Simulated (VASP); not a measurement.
## CaPtS3: single point with PBE

The system is CaPtS3.

```xyz
5
Lattice="4.3907 0.0000 0.0000 0.0000 4.3907 0.0000 0.0000 0.0000 5.8515" Properties=species:S:1:pos:R:3 pbc="T T T"
Ca    2.1953    2.1953    2.2490
Pt    0.0000    0.0000    5.4115
S     0.0000    2.1953    0.3955
S     2.1953    0.0000    0.3955
S     0.0000    0.0000    3.0700
```

```json
{"Program": "VASP 6.6.1", "Task": "single point", "Functional": "PBE", "Potentials or basis": "VASP PAW PBE potentials, release 64 (Ca_sv, Pt, S)", "Cutoff": "520 eV", "k mesh": "4 × 4 × 4", "Occupations": "gaussian, width 0.1 eV", "Spin": "collinear spin, ferromagnetic start", "Starting moments": "[0.0, 1.0, 0.0, 0.0, 0.0] μB"}
```

```json
{
  "Pressure": "-0.1 GPa",
  "Largest force": "0.039 eV/Å",
  "Band gap on the k mesh": "zero (filled and empty bands overlap)",
  "Net moment": "0.00 μB per cell",
  "Valence electrons inside the program's atomic spheres": "Ca 8.09; Pt 9.37; S 3.67, 3.65"
}
```

Forces in eV/Å, atoms in the order of the input:
```
Ca   0.000  0.000  0.039
Pt   0.000  0.000 -0.017
S    0.000  0.000 -0.020
S    0.000  0.000 -0.020
S    0.000  0.000  0.017
```

Levels at points of the mesh, in eV from the Fermi level:
Spin up:
```csv
k point,band 16,band 17,band 18,band 19,band 20,band 21,band 22,band 23
"(0.00, 0.00, 0.00)",-1.26,-1.26,0.46,0.53,0.61,0.61,2.65,2.81
"(0.50, 0.00, 0.00)",-2.50,-1.23,-1.21,-0.80,0.20,1.31,3.88,4.18
"(0.50, 0.50, 0.00)",-2.41,-1.60,-1.41,-1.41,0.52,3.21,4.27,4.49
"(0.00, 0.00, 0.50)",-1.19,-1.19,0.24,0.24,0.26,0.47,3.34,3.83
"(0.50, 0.00, 0.50)",-2.00,-1.12,-0.79,-0.51,0.27,0.63,3.61,3.84
"(0.50, 0.50, 0.50)",-1.64,-1.23,-1.23,-0.11,0.53,3.19,3.45,3.92
```
Spin down:
| k point | band 16 | band 17 | band 18 | band 19 | band 20 | band 21 | band 22 | band 23 |
| --- | --- | --- | --- | --- | --- | --- | --- | --- |
| (0.00, 0.00, 0.00) | -1.26 | -1.26 | 0.46 | 0.53 | 0.61 | 0.61 | 2.65 | 2.81 |
| (0.50, 0.00, 0.00) | -2.50 | -1.23 | -1.21 | -0.80 | 0.20 | 1.31 | 3.88 | 4.18 |
| (0.50, 0.50, 0.00) | -2.41 | -1.60 | -1.41 | -1.41 | 0.52 | 3.21 | 4.27 | 4.49 |
| (0.00, 0.00, 0.50) | -1.19 | -1.19 | 0.24 | 0.24 | 0.26 | 0.47 | 3.34 | 3.83 |
| (0.50, 0.00, 0.50) | -2.00 | -1.12 | -0.79 | -0.51 | 0.27 | 0.63 | 3.61 | 3.84 |
| (0.50, 0.50, 0.50) | -1.64 | -1.23 | -1.23 | -0.11 | 0.53 | 3.19 | 3.45 | 3.92 |

Run time: 60 s on 1 thread of Intel(R) Xeon(R) 6975P-C (Granite Rapids), on a shared host, peak memory 0.34 GiB.

Caveat: spin-orbit coupling is left out, which moves the levels of the heavy elements.
